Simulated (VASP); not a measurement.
Input of a VASP 6.6.1 run:

The input INCAR:

```
SYSTEM = Hf4Br
ALGO = Normal ; EDIFF = 1E-6
EDIFFG = -0.01 ; ENCUT = 600
GGA = PE ; IBRION = 2
ISIF = 3 ; ISMEAR = 0
LASPH = .True. ; LCHARG = .False.
LREAL = .False. ; LWAVE = .False.
NELM = 80 ; NSW = 100
PREC = Accurate ; SIGMA = 0.1
```

The input KPOINTS:

```
k-points
0
Gamma
  8 8 8
  0 0 0
```

Contents of POSCAR:

```
Hf4Br
1.0
    0.0000000000      4.1974064844      4.1974064844
    4.1974064844      0.0000000000      4.1974064844
    4.1974064844      4.1974064844      0.0000000000
Hf Br
4 1
Direct
    0.6262332161      0.1213003517      0.6262332161
    0.6262332161      0.6262332161      0.6262332161
    0.1213003517      0.6262332161      0.6262332161
    0.6262332161      0.6262332161      0.1213003517
    0.2500000000      0.2500000000      0.2500000000
```

Potentials or basis: VASP PAW PBE potentials, release 64 (Hf_pv, Br).

Launch:

```bash
$ cat potpaw_PBE.64/Hf_pv/POTCAR potpaw_PBE.64/Br/POTCAR > POTCAR
$ mpirun -np 1 vasp_std > vasp.out
```

**Question.** Estimate the relaxed cell.

**Answer.** a = 5.926 Å, b = 5.926 Å, c = 5.926 Å, α = 60.00°, β = 60.00°, γ = 60.00°.

**Question.** Estimate the space group after relaxing (to 0.05 Å).

**Answer.** F-43m (No. 216).

**Question.** Predict the relaxed volume.

**Answer.** 29.43 Å³/atom.

Final structure:
```
CELL_PARAMETERS angstrom
0.00000 4.19035 4.19035
4.19035 0.00000 4.19035
4.19035 4.19035 0.00000
ATOMIC_POSITIONS crystal
Hf 0.62628 0.12117 0.62628
Hf 0.62628 0.62628 0.62628
Hf 0.12117 0.62628 0.62628
Hf 0.62628 0.62628 0.12117
Br 0.25000 0.25000 0.25000
```

Caveat: an odd number of electrons without spin polarisation forces a metal; a magnetic or distorted state may lie lower.
